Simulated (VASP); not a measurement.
The system is CdS.

```
Cd S
1.0
     0.00000    2.75324    2.75324
     2.75324    0.00000    2.75324
     2.75324    2.75324    0.00000
Cd S
1 1
Direct
  0.00000 0.00000 0.00000
  0.50000 0.50000 0.50000
```

- Program: VASP 6.6.1
- Task: relaxation of cell and atoms
- Functional: PBEsol
- Potentials or basis: VASP PAW PBE potentials, release 64 (Cd_sv_GW, S)
- Cutoff: 540 eV
- k mesh: 8 × 8 × 8
- Occupations: fermi-dirac, width 0.05 eV
- Spin: no spin polarisation

At the start: pressure -5.5 GPa; volume 20.87 Å³/atom.

Task: Where does the relaxation end?

Result: Over 3 steps the energy falls by 25.7 meV/atom and the volume is 19.47 Å³/atom (-6.7 %); space group Fm-3m (No. 225, to 0.1 Å) before and after.

Step by step:
```
step  energy change (eV)  largest force (eV/Å)  pressure (GPa)  volume (Å³)
   1              0.0000                0.0000           -5.49        41.74
   2             -0.0366                0.0000            3.59        37.57
   3             -0.0514                0.0000           -0.01        38.94
```

Final structure:
```yaml
crystal:
  lattice:
    - [0.00000, 2.69012, 2.69012]
    - [2.69012, 0.00000, 2.69012]
    - [2.69012, 2.69012, 0.00000]
  atoms:
    - { symbol: Cd, position: [0.00000, 0.00000, 0.00000] }
    - { symbol: S, position: [0.50000, 0.50000, 0.50000] }
```

Caveat: the PAW data sets were made with another functional, which shifts forces and pressure a little.
